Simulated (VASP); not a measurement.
# Cs (Fm-3m) in VASP: notebook

Runs on Cs. Level: LDA. Tasks: single point.

All numbers are computed with VASP 6.6.1; they aren't measurements. Logs are shortened: lines on timing, memory, paths and dates and some standing lists are left out, and cuts for length are marked.

## 1. The cell of the first run

It takes space group Fm-3m (No. 225, cubic). Conventional cell: a = 7.273 Å, b = 7.273 Å, c = 7.273 Å, α = 90.00°, β = 90.00°, γ = 90.00°.

## 2. Single point, LDA

The input, INCAR:

```
PREC = Accurate
ENCUT = 520
EDIFF = 1E-7
ISMEAR = -1
SIGMA = 0.1
LREAL = False
LASPH = True
NELM = 80
ALGO = Normal
ISIF = 2
LWAVE = False
LCHARG = True
GGA = CA
LELF = True
LVHAR = True
NBANDS = 10
```

The input, KPOINTS:

```
regular mesh
0
Gamma
  7 7 7
```

The input, POSCAR:

```
Cs
1.0
    0.0000000000      3.6364295308      3.6364295308
    3.6364295308      0.0000000000      3.6364295308
    3.6364295308      3.6364295308      0.0000000000
Cs
1
Direct
    0.0000000000      0.0000000000      0.0000000000
```

Potentials or basis: VASP PAW LDA potentials, release 64 (Cs_sv).

Started as:

```
cat potpaw_LDA.64/Cs_sv/POTCAR > POTCAR
mpirun -np 1 vasp_std > vasp.out
```

OUTCAR:

```text
PREC = Accurate
   ENCUT = 520
   EDIFF = 1E-7
   ISMEAR = -1
   LREAL = False
   LASPH = True
   NELM = 80
   ISIF = 2
   GGA = CA

 ion  position               nearest neighbor table
   1  0.000  0.000  0.000-

  LATTYP: Found a face centered cubic cell.
 ALAT       =     7.2728590616

  Lattice vectors:

 A1 = (   0.0000000000,   3.6364295308,   3.6364295308)
 A2 = (   3.6364295308,   0.0000000000,   3.6364295308)
 A3 = (   3.6364295308,   3.6364295308,   0.0000000000)

Analysis of symmetry for initial positions (statically):
=====================================================================
 Subroutine PRICEL returns:
 Original cell was already a primitive cell.

 Routine SETGRP: Setting up the symmetry group for a
 face centered cubic supercell.

 Subroutine GETGRP returns: Found 48 space group operations
 (whereof 48 operations were pure point group operations)
 out of a pool of 48 trial point group operations.

The static configuration has the point symmetry O_h .

Analysis of symmetry for dynamics (positions and initial velocities):
=====================================================================
 Subroutine PRICEL returns:
 Original cell was already a primitive cell.

 Routine SETGRP: Setting up the symmetry group for a
 face centered cubic supercell.

 Subroutine GETGRP returns: Found 48 space group operations
 (whereof 48 operations were pure point group operations)
 out of a pool of 48 trial point group operations.

The dynamic configuration has the point symmetry O_h .

 Subroutine INISYM returns: Found 48 space group operations
 (whereof 48 operations are pure point group operations),
 and found     1 'primitive' translations

----------------------------------------------------------------------------------------

                                     Primitive cell

  volume of cell :      96.1735

  direct lattice vectors                    reciprocal lattice vectors
     0.000000000  3.636429531  3.636429531    -0.137497508  0.137497508  0.137497508
     3.636429531  0.000000000  3.636429531     0.137497508 -0.137497508  0.137497508
     3.636429531  3.636429531  0.000000000     0.137497508  0.137497508 -0.137497508

  length of vectors
     5.142687961  5.142687961  5.142687961     0.238152670  0.238152670  0.238152670

  position of ions in fractional coordinates (direct lattice)
     0.000000000  0.000000000  0.000000000

  ion indices of the primitive-cell ions
   primitive index   ion index
                 1           1

----------------------------------------------------------------------------------------

 KPOINTS: regular mesh

Automatic generation of k-mesh.
 Grid dimensions read from file:
 generate k-points for:    7    7    7

 Generating k-lattice:

  Cartesian coordinates                     Fractional coordinates (reciprocal lattice)
    -0.019642501  0.019642501  0.019642501     0.142857143  0.000000000  0.000000000
     0.019642501 -0.019642501  0.019642501     0.000000000  0.142857143  0.000000000
     0.019642501  0.019642501 -0.019642501     0.000000000  0.000000000  0.142857143

  Length of vectors
     0.034021810  0.034021810  0.034021810

  Shift w.r.t. Gamma in fractional coordinates (k-lattice)
     0.000000000  0.000000000  0.000000000

 Subroutine IBZKPT returns following result:
 ===========================================

 Found     20 irreducible k-points:

 Following reciprocal coordinates:
            Coordinates               Weight
  0.000000  0.000000  0.000000      1.000000
  0.142857  0.000000  0.000000      8.000000
  0.285714  0.000000  0.000000      8.000000
  0.428571  0.000000  0.000000      8.000000
  0.142857  0.142857  0.000000      6.000000
  0.285714  0.142857  0.000000     24.000000
[... 12 lines left out ...]
 -0.428571  0.428571  0.142857     24.000000
 -0.285714  0.428571  0.142857     24.000000
   k-points           NKPTS =     20   k-points in BZ     NKDIM =     20   number of bands    NBANDS=     10
   number of dos      NEDOS =    301   number of ions     NIONS =      1
   total plane-waves  NPLWV =  64000
   dimension x,y,z NGX =    40 NGY =   40 NGZ =   40
   dimension x,y,z NGXF=    80 NGYF=   80 NGZF=   80
   ions per type =               1
   NGX,Y,Z   is equivalent  to a cutoff of  12.93, 12.93, 12.93 a.u.
   NGXF,Y,Z  is equivalent  to a cutoff of  25.86, 25.86, 25.86 a.u.
 SYSTEM =  unknown system
   PREC   = accura    normal or accurate (medium, high low for compatibility)
   ISTART =      0    job   : 0-new  1-cont  2-samecut
   ICHARG =      2    charge: 1-file 2-atom 10-const
   ISPIN  =      1    spin polarized calculation?
   LNONCOLLINEAR =      F non collinear calculations
   LSORBIT =      F    spin-orbit coupling
   LASPH  =      T    aspherical Exc in radial PAW
   ENCUT  =  520.0 eV  38.22 Ry    6.18 a.u.   9.56  9.56  9.56*2*pi/ulx,y,z
   NELM   =     80;   NELMIN=  2; NELMDL= -5     # of ELM steps
   EDIFF  = 0.1E-06   stopping-criterion for ELM
   LREAL  =      F    real-space projection
   EDIFFG = 0.1E-05   stopping-criterion for IOM
   NSW    =      0    number of steps for IOM
   IBRION =     -1    ionic relax: 0-MD 1-quasi-New 2-CG
   NFREE  =      0    steps in history (QN), initial steepest desc. (CG)
   ISIF   =      2    stress and relaxation
   ISYM   =      2    0-nonsym 1-usesym 2-fastsym
   POTIM  = 0.5000    time-step for ionic-motion
   TEBEG  =    0.0;   TEEND  =   0.0 temperature during run
   PSTRESS=    0.0 pullay stress
   NELECT =       9.0000    total number of electrons
   NUPDOWN=      -1.0000    fix difference up-down
   EMIN   =  10.00;   EMAX   =-10.00  energy-range for DOS
   EFERMI =   0.00;   METHOD = LEGACY
   ISMEAR =    -1;   SIGMA  =   0.10  broadening in eV -4-tet -1-fermi 0-gaus
   EFERMI_NEDOS =   21; number of points for ismear=-14 and -15
   IALGO  =     38    algorithm
   IMIX   =      4    mixing-type and parameters
     AMIX     =   0.40;   BMIX     =  1.00
     AMIX_MAG =   1.60;   BMIX_MAG =  1.00
  volume/ion in A,a.u.               =      96.17       649.01
  Fermi-wavevector in a.u.,A,eV,Ry     =   0.743254  1.404546  7.516216  0.552426
  Thomas-Fermi vector in A             =   1.838326
   LORBIT       =      0    0 simple, 1 ext, 2 COOP (PROOUT), +10 PAW based schemes
   GGA     = CA    functional components
   LHFCALC =     F    Hartree Fock is set to
   AEXX    =    0.0000 exact exchange contribution
   IVDW    =     0    specifies the selected vdW correction
   LEPSILON=     F    determine dielectric tensor
   LRPA    =     F    only Hartree local field effects (RPA)
 non-spin polarized calculation
  energy-cutoff  :      520.00
  volume of cell :       96.17
 maximum number of plane-waves:      2637
 NGX is ok and might be reduce to    40
   NGX = 19   NGY = 19   NGZ = 19

 number of electron       9.0000000 magnetization

 Free energy of the ion-electron system (eV)
  ---------------------------------------------------
  ext. energy  EPLUGINS =         0.00000000
  ---------------------------------------------------
  free energy    TOTEN  =        -1.01773069 eV

  energy without entropy =       -0.98213774  energy(sigma->0) =       -0.99993422

 E-fermi :   0.7632     XC(G=0):  -6.0216

 val. band max:        0.6753259616   @ k =   0.4286   0.2857   0.0000
 cond. band min:       0.8203335665   @ k =   0.4286   0.4286   0.0000
 fundamental gap:      0.1450076049
 Fermi energy:         0.7631769091

 k-point     1 :       0.0000    0.0000    0.0000
  band No.  band energies     occupation
      1     -22.9581      2.00000
      2      -9.6560      2.00000
      3      -9.6560      2.00000
      4      -9.6560      2.00000
      5      -1.1026      2.00000
      6       3.2527      0.00000
      7       3.2527      0.00000
      8       3.2527      0.00000
      9       4.5214      0.00000
     10       4.5214      0.00000

 k-point     2 :       0.1429    0.0000    0.0000
  band No.  band energies     occupation
      1     -22.9554      2.00000
      2      -9.7062      2.00000
      3      -9.6624      2.00000
      4      -9.6624      2.00000
      5      -0.8474      2.00000
      6       2.8706      0.00000
      7       3.3557      0.00000
      8       3.3557      0.00000
      9       4.3496      0.00000
     10       4.3496      0.00000

 k-point     3 :       0.2857    0.0000    0.0000
  band No.  band energies     occupation
      1     -22.9492      2.00000
      2      -9.8149      2.00000
      3      -9.6766      2.00000
      4      -9.6766      2.00000
      5      -0.1885      1.99985
      6       2.2809      0.00000
      7       3.3158      0.00000
      8       3.3158      0.00000
      9       4.5530      0.00000
     10       4.5530      0.00000

 k-point     4 :       0.4286    0.0000    0.0000
  band No.  band energies     occupation
      1     -22.9443      2.00000
      2      -9.8983      2.00000
      3      -9.6879      2.00000
      4      -9.6879      2.00000
      5       0.5068      1.85701
      6       1.8749      0.00003
      7       3.1262      0.00000
      8       3.1262      0.00000
      9       5.2966      0.00000
     10       5.2966      0.00000
[... 170 lines left out ...]
 k-point    18 :      -0.4286    0.2857    0.1429
  band No.  band energies     occupation
      1     -22.9412      2.00000
      2      -9.8611      2.00000
      3      -9.7672      2.00000
      4      -9.7140      2.00000
      5       1.0943      0.07040
      6       1.7832      0.00007
      7       2.3324      0.00000
      8       3.5726      0.00000
      9       4.7170      0.00000
     10       5.3761      0.00000

 k-point    19 :      -0.4286    0.4286    0.1429
  band No.  band energies     occupation
      1     -22.9396      2.00000
      2      -9.8633      2.00000
      3      -9.7703      2.00000
      4      -9.7414      2.00000
      5       1.1127      0.05889
      6       1.8428      0.00004
      7       2.2642      0.00000
      8       3.8323      0.00000
      9       5.0474      0.00000
     10       5.5232      0.00000

 k-point    20 :      -0.2857    0.4286    0.1429
  band No.  band energies     occupation
      1     -22.9391      2.00000
      2      -9.8316      2.00000
      3      -9.8165      2.00000
      4      -9.7373      2.00000
      5       1.4886      0.00141
      6       1.7962      0.00007
      7       2.1610      0.00000
      8       3.3564      0.00000
      9       5.0152      0.00000
     10       5.3125      0.00000

------------------------ aborting loop because EDIFF is reached ----------------------------------------

  FORCE on cell =-STRESS in cart. coord.  units (eV):
  Direction    XX          YY          ZZ          XY          YZ          ZX
  --------------------------------------------------------------------------------------
  -------------------------------------------------------------------------------------
  Total       -0.0099746     -0.0099746     -0.0099746      0.0000000      0.0000000      0.0000000
  in kB       -0.1661687     -0.1661687     -0.1661687      0.0000000      0.0000000      0.0000000
  external PRESSURE =      -0.1661687 kB  Pullay stress =       0.0000000 kB

 VOLUME and BASIS-vectors are now :
 -----------------------------------------------------------------------------
  energy-cutoff  :      520.00
  volume of cell :       96.17
      direct lattice vectors                 reciprocal lattice vectors
     0.000000000  3.636429531  3.636429531    -0.137497508  0.137497508  0.137497508
     3.636429531  0.000000000  3.636429531     0.137497508 -0.137497508  0.137497508
     3.636429531  3.636429531  0.000000000     0.137497508  0.137497508 -0.137497508

 POSITION                                       TOTAL-FORCE (eV/Angst)
 -----------------------------------------------------------------------------------
      0.00000      0.00000      0.00000        -0.000000      0.000000     -0.000000
 -----------------------------------------------------------------------------------
    total drift:                               -0.000000     -0.000000      0.000000

  FREE ENERGIE OF THE ION-ELECTRON SYSTEM (eV)
  ---------------------------------------------------
  free  energy   TOTEN  =        -1.0177306895 eV

  energy  without entropy=       -0.9821377416  energy(sigma->0) =       -0.99993422
```

Wall time 26 s (1 thread of Intel Xeon 8259CL, shared host); peak memory 0.19 GiB.

Results:

```
Free energy : -1.0177 eV
Pressure    : 0.0 GPa
```

Caveat: spin-orbit coupling is left out, which moves the levels of the heavy elements.

## 3. Single point, LDA (volume scaled by 0.88)

The input, INCAR:

```
SYSTEM = Cs
PREC = Accurate
ENCUT = 520
EDIFF = 1E-7
ISMEAR = -1
SIGMA = 0.1
LREAL = .False.
LASPH = .True.
NELM = 60
ALGO = Normal
ISIF = 2
LWAVE = .False.
LCHARG = .False.
NBANDS = 10
```

The input, KPOINTS:

```
regular mesh
0
Gamma
  9 9 9
  0 0 0
```

The input, POSCAR:

```
Cs
1.0
    0.0000000000      3.4847321325      3.4847321325
    3.4847321325      0.0000000000      3.4847321325
    3.4847321325      3.4847321325      0.0000000000
Cs
1
Direct
    0.0000000000      0.0000000000      0.0000000000
```

Potentials or basis: VASP PAW LDA potentials, release 64 (Cs_sv).

Started as:

```
cat potpaw_LDA.64/Cs_sv/POTCAR > POTCAR
mpirun -np 1 vasp_std > vasp.out
```

Wall time 41 s (1 thread of Intel Xeon 8259CL, shared host); peak memory 0.2 GiB.

The run converged. Its results:

```
Free energy : -1.0031 eV
Pressure    : 0.4 GPa
```

Levels at points of the mesh, in eV from the Fermi level:
```tsv
k point	band 2	band 3	band 4	band 5	band 6	band 7	band 8	band 9
(0.00, 0.00, 0.00)	-10.32	-10.32	-10.32	-1.98	2.56	2.56	2.56	4.00
```

Caveat: spin-orbit coupling is left out, which moves the levels of the heavy elements.

## 4. Single point, LDA (volume scaled by 0.92)

The input, INCAR:

```
SYSTEM = Cs
PREC = Accurate
ENCUT = 520
EDIFF = 1E-7
ISMEAR = -1
SIGMA = 0.1
LREAL = .FALSE.
LASPH = .TRUE.
NELM = 100
ALGO = Normal
ISIF = 2
LWAVE = .FALSE.
LCHARG = .FALSE.
GGA = CA
NBANDS = 10
```

The input, KPOINTS:

```
Automatic mesh
0
G
  9 9 9
  0 0 0
```

The input, POSCAR:

```
Cs
1.0
    0.0000000000      3.5367507290      3.5367507290
    3.5367507290      0.0000000000      3.5367507290
    3.5367507290      3.5367507290      0.0000000000
Cs
1
Direct
    0.0000000000      0.0000000000      0.0000000000
```

Started as:

```
cat potpaw_LDA.64/Cs_sv/POTCAR > POTCAR
mpirun -np 1 vasp_std > vasp.out
```

Run time: 32 s. Hardware: 1 thread of Intel Xeon 8259CL, shared host; peak memory 0.2 GiB.

Results (log left out):

```
Free energy : -1.0102 eV
Pressure    : 0.2 GPa
```

Levels at points of the mesh, in eV from the Fermi level:
| k point | band 3 | band 4 | band 5 | band 6 | band 7 | band 8 |
| --- | --- | --- | --- | --- | --- | --- |
| (0.00, 0.00, 0.00) | -10.35 | -10.35 | -1.94 | 2.54 | 2.54 | 2.54 |

Caveat: spin-orbit coupling is left out, which moves the levels of the heavy elements.

## 5. Summary

| cell | k mesh | gap on the mesh (eV) | pressure (GPa) |
| --- | --- | --- | --- |
| a = 5.143 Å, angles 60.0°, 1 atom | 7 × 7 × 7 | none | 0.0 |
| a = 4.928 Å, angles 60.0°, 1 atom | 9 × 9 × 9 | none | 0.4 |
| a = 5.002 Å, angles 60.0°, 1 atom | 9 × 9 × 9 | none | 0.2 |

Alike in all rows: task single point; level LDA; potentials or basis VASP PAW LDA potentials, release 64 (Cs_sv); no spin polarisation; cutoff (eV) 520; smearing fermi-dirac 0.1 eV.

Caveats: spin-orbit coupling is left out, which moves the levels of the heavy elements.

Absolute energies hang on the potentials; compare differences alone.
